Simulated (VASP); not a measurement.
Ca:

```
Ca
1.0
    -2.24000    2.24000    2.24000
     2.24000   -2.24000    2.24000
     2.24000    2.24000   -2.24000
Ca
1
Direct
  0.00000 0.00000 0.00000
```

This isn't the form of Ca at room conditions, which is fcc.

| Item | Value |
| --- | --- |
| Program | VASP 6.6.1 |
| Task | relaxation of volume and atoms at fixed shape |
| Functional | PBEsol |
| Potentials or basis | VASP PAW PBE potentials, release 64 (Ca_sv) |
| Cutoff | 500 eV |
| k mesh | 8 × 8 × 8 |
| Occupations | methfessel-paxton, width 0.1 eV |
| Spin | no spin polarisation |

At the start: pressure -1.5 GPa; volume 44.96 Å³/atom.

Question: Where does the relaxation end?

Answer: Over 4 steps the energy falls by 23.3 meV/atom and the volume is 40.29 Å³/atom (-10.4 %); space group Im-3m (No. 229, to 0.1 Å) before and after.

Step by step:
```tsv
step	energy change (eV)	largest force (eV/Å)	pressure (GPa)	volume (Å³)
1	0.0000	0.0000	-1.53	44.96
2	-0.0191	0.0000	-0.69	42.23
3	-0.0233	0.0000	-0.08	40.50
4	-0.0233	0.0000	0.00	40.29
```

Final structure:
```
CELL_PARAMETERS angstrom
-2.15961 2.15961 2.15961
2.15961 -2.15961 2.15961
2.15961 2.15961 -2.15961
ATOMIC_POSITIONS crystal
Ca 0.00000 0.00000 0.00000
```

Caveat: the PAW data sets were made with another functional, which shifts forces and pressure a little.
